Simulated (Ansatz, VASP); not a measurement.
# CaS in VASP and in Ansatz

```
Ca S
1.0
     0.00000    2.82768    2.82768
     2.82768    0.00000    2.82768
     2.82768    2.82768    0.00000
Ca S
1 1
Direct
  0.50000 0.50000 0.50000
  0.00000 0.00000 0.00000
```

Alike in both runs: task single point; functional r2SCAN; k mesh 8 × 8 × 8; occupations gaussian, width 0.05 eV; no spin polarisation.

|  | VASP | Ansatz |
| --- | --- | --- |
| version | VASP 6.6.1 | Ansatz 0.2.0 |
| potentials or method | VASP PAW PBE potentials, release 64 (Ca_sv, S), cutoff 550 eV | scalar-relativistic, plane waves, PAW |
| valence electrons in the cell | 16 | 16 |

Ansatz gave:

* gap on the k mesh at the Fermi level (eV): 2.75
* least direct gap on the mesh (eV): 3.59
* pressure (GPa): 1.4

Question: Which values does VASP return?

Answer: gap on the k mesh at the Fermi level (eV): 2.75; least direct gap on the mesh (eV): 3.59; pressure (GPa): 1.7.

VASP's potentials were made for PBE, not for r2SCAN.
